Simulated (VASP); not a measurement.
Runs of VASP 6.6.1 on Mo. The typed cell holds 1 atom: a = 2.825 Å, b = 2.722 Å, c = 2.538 Å, α = 89.36°, β = 92.00°, γ = 122.00°. 

```csv
task,level,potentials or basis,k mesh,smearing,k mesh for the DOS,occupations for the DOS,gap on the mesh (eV),pressure (GPa)
single point,PBEsol,"VASP PAW PBE potentials, release 64 (Mo_sv)",6 × 7 × 6,fermi-dirac 0.05 eV,-,-,none,-4.7
single point,PBE,"VASP PAW PBE potentials, release 64 (Mo_sv)",12 × 13 × 12,gaussian 0.05 eV,-,-,none,4.0
single point,PBEsol,"VASP PAW PBE potentials, release 64 (Mo_sv)",11 × 11 × 10,fermi-dirac 0.05 eV,-,-,none,-3.5
single point,PBE,"VASP PAW PBE potentials, release 64 (Mo_sv)",18 × 19 × 17,gaussian 0.05 eV,-,-,none,(b)
single point,PBE,"VASP PAW PBE potentials, release 64 (Mo_sv)",8 × 8 × 8,gaussian 0.05 eV,-,-,none,(a)
single point,PBE,"VASP PAW PBE potentials, release 64 (Mo_sv)",15 × 16 × 14,gaussian 0.05 eV,-,-,none,4.0
single point,PBE,"VASP PAW PBE potentials, release 64 (Mo_sv)",10 × 10 × 9,gaussian 0.05 eV,-,-,none,4.9
```

Alike in all rows: no spin polarisation; cell as given; cutoff (eV) 520.

Question: Fill in the values left out.

Answer: (a) 4.1; (b) 4.4.

Caveats: some runs use coarse meshes; the PAW data sets were made with another functional, which shifts forces and pressure a little (some runs).

A k mesh can miss the band edges, and the runs leave out spin-orbit coupling on Mo.

A gap of «none» marks levels without a gap at the run's occupations.
